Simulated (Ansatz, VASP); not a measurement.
**One calculation of AlGa5P6, two programs**

File INCAR:

```
PREC = Accurate ; ENCUT = 520
EDIFF = 1E-6 ; ISMEAR = 0
SIGMA = 0.02 ; LREAL = False
LASPH = True ; NELM = 80
ALGO = Normal ; ISIF = 2
LWAVE = False ; LCHARG = False
GGA = PE ; NBANDS = 61
```

Contents of KPOINTS:

```
Automatic mesh
0
Gamma
  6 6 4
```

POSCAR

```
AlGa5P6
1.0
    6.7256189159      0.0000000000      0.0000000000
   -3.3628094579      5.8245568373      0.0000000000
    0.0000000000      0.0000000000      6.3939331215
Al Ga P
1 5 6
Direct
    0.0000000000      0.0000000000      0.4992169850
    0.3333333333      0.6666666667      0.4999590524
    0.6666666667      0.3333333333      0.4999590524
    0.0000000000      0.6666391429      0.0001437978
    0.6666391429      0.0000000000      0.0001437978
    0.3333608571      0.3333608571      0.0001437978
    0.3333333333      0.6666666667      0.8742551010
    0.0000000000      0.0000000000      0.8730111110
    0.6666666667      0.3333333333      0.8742551010
    0.0000000000      0.6669665478      0.3743040881
    0.6669665478      0.0000000000      0.3743040881
    0.3330334522      0.3330334522      0.3743040881
```

Input for Ansatz:

```yaml
crystal:
  lattice:
    - [6.7256189159, 0.0, 0.0]
    - [-3.3628094579, 5.8245568373, 0.0]
    - [0.0, 0.0, 6.3939331215]
  atoms:
    - { symbol: Al, position: [0.0, 0.0, 0.499216985] }
    - { symbol: Ga, position: [0.3333333333, 0.6666666667, 0.4999590524] }
    - { symbol: Ga, position: [0.6666666667, 0.3333333333, 0.4999590524] }
    - { symbol: Ga, position: [0.0, 0.6666391429, 0.0001437978] }
    - { symbol: Ga, position: [0.6666391429, 0.0, 0.0001437978] }
    - { symbol: Ga, position: [0.3333608571, 0.3333608571, 0.0001437978] }
    - { symbol: P, position: [0.3333333333, 0.6666666667, 0.874255101] }
    - { symbol: P, position: [0.0, 0.0, 0.873011111] }
    - { symbol: P, position: [0.6666666667, 0.3333333333, 0.874255101] }
    - { symbol: P, position: [0.0, 0.6669665478, 0.3743040881] }
    - { symbol: P, position: [0.6669665478, 0.0, 0.3743040881] }
    - { symbol: P, position: [0.3330334522, 0.3330334522, 0.3743040881] }
basis:
  ecutwfc: 420
kpoints:
  mp_grid: { grid: [6, 6, 4] }
  band_path: { path: [VBM, CBM], npoints: 2 }
hamiltonian:
  xc: pbe
scf:
  occupations: { method: gaussian, width: 0.02 }
output:
  forces: false
  stress: false
  eigenvalues: true
checkpoint:
  read: start.run
  write: ck
  compress: false
  write_wavefunctions: false
  write_every: 100000
```

Alike in both runs: task single point; functional PBE; k mesh 6 × 6 × 4; occupations gaussian, width 0.02 eV; no spin polarisation.

```csv
,VASP,Ansatz
version,VASP 6.6.1,Ansatz 0.2.0
potentials or method,"VASP PAW PBE potentials, release 64 (Al, Ga_d, P), cutoff 520 eV","scalar-relativistic, plane waves, PAW"
valence electrons in the cell,98,98
```

|  | VASP | Ansatz | Ansatz less VASP |
| --- | --- | --- | --- |
| gap on the k mesh at the Fermi level (eV) | 1.40 | 1.40 | +0.002 |
| least direct gap on the mesh (eV) | 1.40 | 1.40 | +0.002 |

With one functional, cell and mesh, what is left measures potentials, basis and numerics.
